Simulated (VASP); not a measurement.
# MgO (Fm-3m) in VASP: settings compared

Aim: see how the results for MgO move with the level of theory and the settings. Levels: LDA, PBE, PBEsol. Tasks: single point.

Everything below comes from runs of VASP 6.6.1. Logs are shortened: lines on timing, memory, paths and dates and some standing lists are left out, and cuts for length are marked.

**1. The cell of the first run**

It takes space group Fm-3m (No. 225, cubic). The conventional cell has a = 4.095 Å, b = 4.095 Å, c = 4.095 Å, α = 90.00°, β = 90.00°, γ = 90.00°. Mg (site symmetry m-3m) has 6 O at 2.05 Å within 2.7 Å. O (site symmetry m-3m) has 6 Mg at 2.05 Å within 2.7 Å.

**2. Single point, LDA**

Input file INCAR:

```
SYSTEM = MgO
ALGO     = Normal         ! electronic algorithm
EDIFF    = 1E-6           ! SCF threshold, eV
ENCUT    = 520            ! plane-wave cutoff, eV
GGA      = CA             ! functional
ISIF     = 2              ! what is computed and relaxed
ISMEAR   = 0              ! smearing method
LASPH    = .TRUE.         ! aspherical terms in the spheres
LCHARG   = .TRUE.         ! write CHGCAR
LELF     = .TRUE.         ! ELF
LREAL    = .FALSE.        ! projectors in reciprocal space
LVHAR    = .TRUE.       
LWAVE    = .FALSE.        ! write WAVECAR
NBANDS   = 11             ! bands
NELM     = 80             ! most SCF steps
PREC     = Accurate       ! precision mode
SIGMA    = 0.01           ! smearing width, eV
```

Input file KPOINTS:

```
k-points
0
G
  6 6 6
  0 0 0
```

Input file POSCAR:

```
MgO
1.0
    0.0000000000      2.0472995000      2.0472995000
    2.0472995000      0.0000000000      2.0472995000
    2.0472995000      2.0472995000      0.0000000000
Mg O
1 1
Direct
    0.0000000000      0.0000000000      0.0000000000
    0.5000000000      0.5000000000      0.5000000000
```

Potentials or basis: VASP PAW LDA potentials, release 64 (Mg, O).

Started as:

```console
$ cat potpaw_LDA.64/Mg/POTCAR potpaw_LDA.64/O/POTCAR > POTCAR
$ mpirun -np 1 vasp_std > vasp.out
```

OUTCAR:

```text
SYSTEM = MgO
   EDIFF = 1E-6
   ENCUT = 520
   GGA = CA
   ISIF = 2
   ISMEAR = 0
   LASPH = .TRUE.
   LREAL = .FALSE.
   NELM = 80
   PREC = Accurate

 ion  position               nearest neighbor table
   1  0.000  0.000  0.000-   2 2.05   2 2.05   2 2.05   2 2.05   2 2.05   2 2.05
   2  0.500  0.500  0.500-   1 2.05   1 2.05   1 2.05   1 2.05   1 2.05   1 2.05

  LATTYP: Found a face centered cubic cell.
 ALAT       =     4.0945990000

  Lattice vectors:

 A1 = (   0.0000000000,   2.0472995000,   2.0472995000)
 A2 = (   2.0472995000,   0.0000000000,   2.0472995000)
 A3 = (   2.0472995000,   2.0472995000,   0.0000000000)

Analysis of symmetry for initial positions (statically):
=====================================================================
 Subroutine PRICEL returns:
 Original cell was already a primitive cell.

 Routine SETGRP: Setting up the symmetry group for a
 face centered cubic supercell.

 Subroutine GETGRP returns: Found 48 space group operations
 (whereof 48 operations were pure point group operations)
 out of a pool of 48 trial point group operations.

The static configuration has the point symmetry O_h .

Analysis of symmetry for dynamics (positions and initial velocities):
=====================================================================
 Subroutine PRICEL returns:
 Original cell was already a primitive cell.

 Routine SETGRP: Setting up the symmetry group for a
 face centered cubic supercell.

 Subroutine GETGRP returns: Found 48 space group operations
 (whereof 48 operations were pure point group operations)
 out of a pool of 48 trial point group operations.

The dynamic configuration has the point symmetry O_h .

 Subroutine INISYM returns: Found 48 space group operations
 (whereof 48 operations are pure point group operations),
 and found     1 'primitive' translations

----------------------------------------------------------------------------------------

                                     Primitive cell

  volume of cell :      17.1622

  direct lattice vectors                    reciprocal lattice vectors
     0.000000000  2.047299500  2.047299500    -0.244224160  0.244224160  0.244224160
     2.047299500  0.000000000  2.047299500     0.244224160 -0.244224160  0.244224160
     2.047299500  2.047299500  0.000000000     0.244224160  0.244224160 -0.244224160

  length of vectors
     2.895318719  2.895318719  2.895318719     0.423008653  0.423008653  0.423008653

  position of ions in fractional coordinates (direct lattice)
     0.000000000  0.000000000  0.000000000
     0.500000000  0.500000000  0.500000000

  ion indices of the primitive-cell ions
   primitive index   ion index
                 1           1
                 2           2

----------------------------------------------------------------------------------------

 KPOINTS: k-points

Automatic generation of k-mesh.
 Grid dimensions read from file:
 generate k-points for:    6    6    6

 Generating k-lattice:

  Cartesian coordinates                     Fractional coordinates (reciprocal lattice)
    -0.040704027  0.040704027  0.040704027     0.166666667  0.000000000  0.000000000
     0.040704027 -0.040704027  0.040704027     0.000000000  0.166666667  0.000000000
     0.040704027  0.040704027 -0.040704027     0.000000000  0.000000000  0.166666667

  Length of vectors
     0.070501442  0.070501442  0.070501442

  Shift w.r.t. Gamma in fractional coordinates (k-lattice)
     0.000000000  0.000000000  0.000000000

 Subroutine IBZKPT returns following result:
 ===========================================

 Found     16 irreducible k-points:

 Following reciprocal coordinates:
            Coordinates               Weight
  0.000000  0.000000  0.000000      1.000000
  0.166667  0.000000  0.000000      8.000000
  0.333333  0.000000  0.000000      8.000000
  0.500000  0.000000  0.000000      4.000000
  0.166667  0.166667  0.000000      6.000000
  0.333333  0.166667  0.000000     24.000000
[... 8 lines left out ...]
 -0.333333  0.333333  0.166667     24.000000
 -0.333333  0.500000  0.166667     12.000000
   k-points           NKPTS =     16   k-points in BZ     NKDIM =     16   number of bands    NBANDS=     11
   number of dos      NEDOS =    301   number of ions     NIONS =      2
   total plane-waves  NPLWV =  13824
   dimension x,y,z NGX =    24 NGY =   24 NGZ =   24
   dimension x,y,z NGXF=    48 NGYF=   48 NGZF=   48
   ions per type =               1   1
   NGX,Y,Z   is equivalent  to a cutoff of  13.78, 13.78, 13.78 a.u.
   NGXF,Y,Z  is equivalent  to a cutoff of  27.56, 27.56, 27.56 a.u.
 SYSTEM =  MgO
   PREC   = accura    normal or accurate (medium, high low for compatibility)
   ISTART =      0    job   : 0-new  1-cont  2-samecut
   ICHARG =      2    charge: 1-file 2-atom 10-const
   ISPIN  =      1    spin polarized calculation?
   LNONCOLLINEAR =      F non collinear calculations
   LSORBIT =      F    spin-orbit coupling
   LASPH  =      T    aspherical Exc in radial PAW
   ENCUT  =  520.0 eV  38.22 Ry    6.18 a.u.   5.38  5.38  5.38*2*pi/ulx,y,z
   NELM   =     80;   NELMIN=  2; NELMDL= -5     # of ELM steps
   EDIFF  = 0.1E-05   stopping-criterion for ELM
   LREAL  =      F    real-space projection
   EDIFFG = 0.1E-04   stopping-criterion for IOM
   NSW    =      0    number of steps for IOM
   IBRION =     -1    ionic relax: 0-MD 1-quasi-New 2-CG
   NFREE  =      0    steps in history (QN), initial steepest desc. (CG)
   ISIF   =      2    stress and relaxation
   ISYM   =      2    0-nonsym 1-usesym 2-fastsym
   POTIM  = 0.5000    time-step for ionic-motion
   TEBEG  =    0.0;   TEEND  =   0.0 temperature during run
   PSTRESS=    0.0 pullay stress
   NELECT =       8.0000    total number of electrons
   NUPDOWN=      -1.0000    fix difference up-down
   EMIN   =  10.00;   EMAX   =-10.00  energy-range for DOS
   EFERMI =   0.00;   METHOD = LEGACY
   ISMEAR =     0;   SIGMA  =   0.01  broadening in eV -4-tet -1-fermi 0-gaus
   EFERMI_NEDOS =   21; number of points for ismear=-14 and -15
   IALGO  =     38    algorithm
   IMIX   =      4    mixing-type and parameters
     AMIX     =   0.40;   BMIX     =  1.00
     AMIX_MAG =   1.60;   BMIX_MAG =  1.00
  volume/ion in A,a.u.               =       8.58        57.91
  Fermi-wavevector in a.u.,A,eV,Ry     =   1.269346  2.398717 21.922251  1.611240
  Thomas-Fermi vector in A             =   2.402392
   LORBIT       =      0    0 simple, 1 ext, 2 COOP (PROOUT), +10 PAW based schemes
   GGA     = CA    functional components
   LHFCALC =     F    Hartree Fock is set to
   AEXX    =    0.0000 exact exchange contribution
   IVDW    =     0    specifies the selected vdW correction
   LEPSILON=     F    determine dielectric tensor
   LRPA    =     F    only Hartree local field effects (RPA)
 non-spin polarized calculation
 Gauss-broadening in eV      SIGMA  =   0.01
  energy-cutoff  :      520.00
  volume of cell :       17.16
 maximum number of plane-waves:       475
 NGX is ok and might be reduce to    24
   NGX = 11   NGY = 11   NGZ = 11

 number of electron       7.9999997 magnetization

 Free energy of the ion-electron system (eV)
  ---------------------------------------------------
  ext. energy  EPLUGINS =         0.00000000
  ---------------------------------------------------
  free energy    TOTEN  =       -13.42989580 eV

  energy without entropy =      -13.42989580  energy(sigma->0) =      -13.42989580

 E-fermi :   3.7181     XC(G=0): -12.0074

 val. band max:        3.5566927814   @ k =   0.0000   0.0000   0.0000
 cond. band min:       9.0861957148   @ k =   0.0000   0.0000   0.0000
 fundamental gap:      5.5295029334
 Fermi energy:         3.7180728011

 k-point     1 :       0.0000    0.0000    0.0000
  band No.  band energies     occupation
      1     -13.9131      2.00000
      2       3.5567      2.00000
      3       3.5567      2.00000
      4       3.5567      2.00000
      5       9.0862      0.00000
      6      19.5396      0.00000
      7      19.5396      0.00000
      8      19.5396      0.00000
      9      23.7924      0.00000
     10      25.5451      0.00000
     11      25.5451      0.00000

 k-point     2 :       0.1667    0.0000    0.0000
  band No.  band energies     occupation
      1     -13.5733      2.00000
      2       1.9615      2.00000
      3       3.3501      2.00000
      4       3.3501      2.00000
      5      10.4719      0.00000
      6      17.2293      0.00000
      7      20.2054      0.00000
      8      20.2054      0.00000
      9      24.3843      0.00000
     10      24.3843      0.00000
     11      26.7931      0.00000

 k-point     3 :       0.3333    0.0000    0.0000
  band No.  band energies     occupation
      1     -12.7912      2.00000
      2      -0.4430      2.00000
      3       2.9662      2.00000
      4       2.9662      2.00000
      5      11.7670      0.00000
      6      16.3996      0.00000
      7      20.6387      0.00000
      8      20.6387      0.00000
      9      25.0790      0.00000
     10      25.0790      0.00000
     11      26.0297      0.00000

 k-point     4 :       0.5000    0.0000    0.0000
  band No.  band energies     occupation
      1     -12.3271      2.00000
      2      -1.5345      2.00000
      3       2.7868      2.00000
      4       2.7868      2.00000
      5      11.8332      0.00000
      6      16.9276      0.00000
      7      20.4350      0.00000
      8      20.4350      0.00000
      9      25.4143      0.00000
     10      26.7809      0.00000
     11      26.7809      0.00000
[... 127 lines left out ...]
 k-point    14 :       0.5000    0.3333    0.1667
  band No.  band energies     occupation
      1     -12.3345      2.00000
      2      -0.3237      2.00000
      3       1.4786      2.00000
      4       2.4004      2.00000
      5      14.2778      0.00000
      6      14.7933      0.00000
      7      17.7698      0.00000
      8      21.5428      0.00000
      9      23.6897      0.00000
     10      27.2469      0.00000
     11      32.4949      0.00000

 k-point    15 :      -0.3333    0.3333    0.1667
  band No.  band energies     occupation
      1     -12.0516      2.00000
      2      -0.4172      2.00000
      3       0.7998      2.00000
      4       2.1260      2.00000
      5      14.5497      0.00000
      6      15.9677      0.00000
      7      17.0139      0.00000
      8      20.8704      0.00000
      9      25.0981      0.00000
     10      26.3811      0.00000
     11      32.4633      0.00000

 k-point    16 :      -0.3333    0.5000    0.1667
  band No.  band energies     occupation
      1     -11.9709      2.00000
      2      -0.3934      2.00000
      3       1.0511      2.00000
      4       1.6983      2.00000
      5      14.2300      0.00000
      6      15.7129      0.00000
      7      16.5995      0.00000
      8      20.9734      0.00000
      9      24.6370      0.00000
     10      29.0551      0.00000
     11      30.9553      0.00000

------------------------ aborting loop because EDIFF is reached ----------------------------------------

  FORCE on cell =-STRESS in cart. coord.  units (eV):
  Direction    XX          YY          ZZ          XY          YZ          ZX
  --------------------------------------------------------------------------------------
  -------------------------------------------------------------------------------------
  Total        0.7721752      0.7721752      0.7721752      0.0000000      0.0000000      0.0000000
  in kB       72.0862232     72.0862232     72.0862232      0.0000000      0.0000000      0.0000000
  external PRESSURE =      72.0862232 kB  Pullay stress =       0.0000000 kB

 VOLUME and BASIS-vectors are now :
 -----------------------------------------------------------------------------
  energy-cutoff  :      520.00
  volume of cell :       17.16
      direct lattice vectors                 reciprocal lattice vectors
     0.000000000  2.047299500  2.047299500    -0.244224160  0.244224160  0.244224160
     2.047299500  0.000000000  2.047299500     0.244224160 -0.244224160  0.244224160
     2.047299500  2.047299500  0.000000000     0.244224160  0.244224160 -0.244224160

 POSITION                                       TOTAL-FORCE (eV/Angst)
 -----------------------------------------------------------------------------------
      0.00000      0.00000      0.00000        -0.000000     -0.000000      0.000000
      2.04730      2.04730      2.04730         0.000000      0.000000      0.000000
 -----------------------------------------------------------------------------------
    total drift:                               -0.000000     -0.000000      0.000000

  FREE ENERGIE OF THE ION-ELECTRON SYSTEM (eV)
  ---------------------------------------------------
  free  energy   TOTEN  =       -13.4298957973 eV

  energy  without entropy=      -13.4298957973  energy(sigma->0) =      -13.42989580
```

It took 5 s on 1 thread of Intel Xeon 8259CL, shared host; peak memory 0.13 GiB.

Results:

```yaml
Free_energy: -13.4299 eV
Pressure: 7.2 GPa
Band_gap_on_the_k_mesh: 5.53 eV, direct
```

Levels at points of the mesh, in eV from the valence-band top:
| k point | band 1 | band 2 | band 3 | band 4 | band 5 | band 6 | band 7 | band 8 | band 9 |
| --- | --- | --- | --- | --- | --- | --- | --- | --- | --- |
| (0.00, 0.00, 0.00) | -17.47 | 0.00 | 0.00 | 0.00 | 5.53 | 15.98 | 15.98 | 15.98 | 20.24 |
| (0.50, 0.00, 0.00) | -15.88 | -5.09 | -0.77 | -0.77 | 8.28 | 13.37 | 16.88 | 16.88 | 21.86 |
| (0.50, 0.50, 0.00) | -15.58 | -4.52 | -1.50 | -1.50 | 8.96 | 10.65 | 13.81 | 19.95 | 19.95 |

Caveat: the k points lie up to 0.44 Å⁻¹ apart.

**3. Single point, PBE**

Input file INCAR:

```
PREC     = Accurate       # precision mode
ENCUT    = 520            # plane-wave cutoff, eV
EDIFF    = 1E-7           # SCF threshold, eV
ISMEAR   = 0              # smearing method
SIGMA    = 0.01           # smearing width, eV
LREAL    = False          # projectors in reciprocal space
LASPH    = True           # aspherical terms in the spheres
NELM     = 80             # most SCF steps
ALGO     = Normal         # electronic algorithm
ISIF     = 2              # what is computed and relaxed
LWAVE    = False          # write WAVECAR
LCHARG   = False          # write CHGCAR
GGA      = PE             # functional
NBANDS   = 11             # bands
```

Input file KPOINTS:

```
Automatic mesh
0
Gamma
  6 6 6
```

POSCAR is that of step 2.

Potentials or basis: VASP PAW PBE potentials, release 64 (Mg, O).

Started as:

```console
$ cat potpaw_PBE.64/Mg/POTCAR potpaw_PBE.64/O/POTCAR > POTCAR
$ mpirun -np 1 vasp_std > vasp.out
```

It took 6.5 s on 1 thread of Intel Xeon 8259CL, shared host; peak memory 0.14 GiB.

The run converged. Its results:

- Free energy: -11.7907 eV
- Pressure: 20.9 GPa
- Band gap on the k mesh: 5.60 eV, direct

Levels at points of the mesh, in eV from the valence-band top:
```
           k point  band 2  band 3  band 4  band 5  band 6  band 7
(0.00, 0.00, 0.00)    0.00    0.00    0.00    5.60   16.28   16.28
(0.50, 0.00, 0.00)   -5.00   -0.75   -0.75    8.45   13.59   17.20
(0.50, 0.50, 0.00)   -4.44   -1.47   -1.47    9.21   10.93   14.03
```

Caveat: the k points lie up to 0.44 Å⁻¹ apart. As with any semilocal functional, this PBE gap is likely too small.

(Part 1 of 2 ends here.)
